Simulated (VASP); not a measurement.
Cd3Ir:

```
CELL_PARAMETERS angstrom
4.21670 0.00000 0.00000
0.00000 4.21670 0.00000
0.00000 0.00000 4.21670
ATOMIC_POSITIONS crystal
Cd 0.00000 0.50000 0.50000
Cd 0.50000 0.00000 0.50000
Cd 0.50000 0.50000 0.00000
Ir 0.00000 0.00000 0.00000
```

* Program: VASP 6.6.1
* Task: relaxation of cell and atoms
* Functional: BLYP
* Dispersion: D3(BJ)
* Potentials or basis: VASP PAW PBE potentials, release 64 (Cd_sv_GW, Ir_sv_GW)
* Cutoff: 630 eV
* k mesh: 5 × 5 × 5
* Occupations: fermi-dirac, width 0.05 eV
* Spin: no spin polarisation

At the start: pressure -4.7 GPa; volume 18.74 Å³/atom.

Question: How do energy, volume and symmetry change on relaxing?

Answer: Over 3 steps the energy falls by 12.0 meV/atom and the volume is 17.96 Å³/atom (-4.2 %); space group Pm-3m (No. 221, to 0.1 Å) before and after.

Step by step:
```csv
step,energy change (eV),largest force (eV/Å),pressure (GPa),volume (Å³)
1,0.0000,0.0000,-4.71,74.98
2,-0.0066,0.0000,5.12,69.15
3,-0.0480,0.0000,-0.05,71.86
```

Final structure:
```
Cd Ir
1.0
     4.15746    0.00000    0.00000
     0.00000    4.15746    0.00000
     0.00000    0.00000    4.15746
Cd Ir
3 1
Cartesian
  0.0000 2.0787 2.0787
  2.0787 0.0000 2.0787
  2.0787 2.0787 0.0000
  0.0000 0.0000 0.0000
```

Caveat: the dispersion term is far too large for a dense solid, which distorts pressure and volume; the PAW data sets were made with another functional, which shifts forces and pressure a little.
